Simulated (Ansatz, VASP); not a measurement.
Te in VASP and in Ansatz

```
Te
1.0
     0.00000    3.43315    3.43315
     3.43315    0.00000    3.43315
     3.43315    3.43315    0.00000
Te
2
Direct
  0.12500 0.12500 0.12500
  0.87500 0.87500 0.87500
```

Alike in both runs: task single point; functional PBEsol; k mesh 9 × 9 × 9; occupations fermi-dirac, width 0.1 eV; no spin polarisation.

|  | VASP | Ansatz |
| --- | --- | --- |
| version | VASP 6.6.1 | Ansatz 0.2.0 |
| potentials or method | VASP PAW PBE potentials, release 64 (Te), cutoff 520 eV | plane waves (420 eV) with PAW, scalar-relativistic |
| valence electrons in the cell | 12 | 32 |

VASP gave:

```
pressure (GPa) : 3.1
```

**Question.** Which values does Ansatz return?

**Answer.** Pressure (GPa): 3.0.

VASP's potentials were made for PBE, not for PBEsol, and Ansatz warns of the same on its side. VASP's potentials hold 12 valence electrons a cell and Ansatz's 32, so a difference there can come from the potentials and not from the codes.

Neither program's run includes spin-orbit coupling.
